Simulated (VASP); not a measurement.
Input of a VASP 6.6.1 run:

File INCAR:

```
PREC = Accurate ; ENCUT = 520
EDIFF = 1E-7 ; ISMEAR = -1
SIGMA = 0.02 ; LREAL = False
LASPH = True ; NELM = 100
ALGO = Normal ; ISIF = 2
LWAVE = False ; LCHARG = False
LDIPOL = True ; IDIPOL = 3
DIPOL = 0.5 0.5 0.500 ; GGA = PE
IBRION = 2 ; NSW = 60
EDIFFG = -0.01 ; KPAR = 4
```

KPOINTS

```
regular mesh
0
Gamma
  12 8 1
```

File POSCAR:

```
BN
1.0
    2.5630581729      0.0000000000      0.0000000000
    0.0000000000      3.6247116293      0.0000000000
    0.0000000000      0.0000000000     19.8446000000
B N
4 4
Direct
    0.0000000000      0.8750000000      0.4031326593
    0.5000000000      0.3750000000      0.4677108862
    0.0000000000      0.8750000000      0.5322891134
    0.5000000000      0.3750000000      0.5968673407
    0.5000000000      0.6250000000      0.4031326593
    0.0000000000      0.1250000000      0.4677108862
    0.5000000000      0.6250000000      0.5322891134
    0.0000000000      0.1250000000      0.5968673407
```

Potentials or basis: VASP PAW PBE potentials, release 64 (B, N).

Launch:

```console
$ cat potpaw_PBE.64/B/POTCAR potpaw_PBE.64/N/POTCAR > POTCAR
$ mpirun -np 4 vasp_std > vasp.out
```

**Question.** What does it give for the band gap on the k mesh?

**Answer.** 2.60 eV (least direct gap 3.39 eV).

**Question.** Estimate the energy gained by relaxing.

**Answer.** 278.0 meV/atom.

Final structure:
```cif
data_structure
_symmetry_space_group_name_H-M 'P 1'
_symmetry_Int_Tables_number 1
_cell_length_a 2.5631
_cell_length_b 3.6247
_cell_length_c 19.8446
_cell_angle_alpha 90.000
_cell_angle_beta 90.000
_cell_angle_gamma 90.000
_cell_volume 184.36
loop_
_atom_site_label
_atom_site_type_symbol
_atom_site_fract_x
_atom_site_fract_y
_atom_site_fract_z
_atom_site_occupancy
B1 B 0.00000 0.83360 0.41486 1
B2 B 0.50000 0.37654 0.46254 1
B3 B 0.00000 0.87654 0.53746 1
B4 B 0.50000 0.33360 0.58514 1
N1 N 0.50000 0.65001 0.40367 1
N2 N 0.00000 0.13986 0.46509 1
N3 N 0.50000 0.63986 0.53491 1
N4 N 0.00000 0.15001 0.59633 1
```
